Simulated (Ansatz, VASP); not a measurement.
**W in VASP and in Ansatz**

Contents of INCAR:

```
SYSTEM = W
ALGO = Normal
EDIFF = 1E-6
ENCUT = 520
GGA = PE
ISIF = 2
ISMEAR = -1
LASPH = .TRUE.
LCHARG = .FALSE.
LREAL = .FALSE.
LWAVE = .FALSE.
NBANDS = 13
NELM = 60
PREC = Accurate
SIGMA = 0.05
```

Contents of KPOINTS:

```
k-points
0
G
  16 16 16
  0 0 0
```

Contents of POSCAR:

```
W
1.0
    0.0000000000      2.0335476534      1.9879648432
    2.0335476534      0.0000000000      1.9879648432
    2.0335476534      2.0335476534      0.0000000000
W
1
Direct
    0.0000000000      0.0000000000      0.0000000000
```

Input for Ansatz:

```yaml
crystal:
  lattice:
    - [0.0, 2.0335476534, 1.9879648432]
    - [2.0335476534, 0.0, 1.9879648432]
    - [2.0335476534, 2.0335476534, 0.0]
  atoms:
    - { symbol: W, position: [0.0, 0.0, 0.0] }
kpoints:
  mp_grid: { grid: [16, 16, 16] }
scf:
  occupations: { method: fermi_dirac, width: 0.05 }
hamiltonian:
  xc: pbe
  pseudopotentials: { kind: all_electron, lapw: { basis_error: 0.00025 } }
output:
  forces: true
  stress: true
  eigenvalues: true
```

Change from the starting cell: z stretched by -1.5 % at fixed volume.

Alike in both runs: task single point; functional PBE; k mesh 16 × 16 × 16; occupations fermi-dirac, width 0.05 eV; no spin polarisation.

```csv
,VASP,Ansatz
version,VASP 6.6.1,Ansatz 0.2.0
potentials or method,"VASP PAW PBE potentials, release 64 (W_sv), cutoff 520 eV","all-electron LAPW, scalar-relativistic"
```

```csv
,VASP,Ansatz,Ansatz less VASP
pressure (GPa),0.5,0.1,-0.41
"traceless stress, the component that is largest in VASP (GPa)",-5.17,-5.11,+0.063
```

Ansatz ran all-electron here, and VASP with PAW potentials.

Spin-orbit coupling is off throughout.
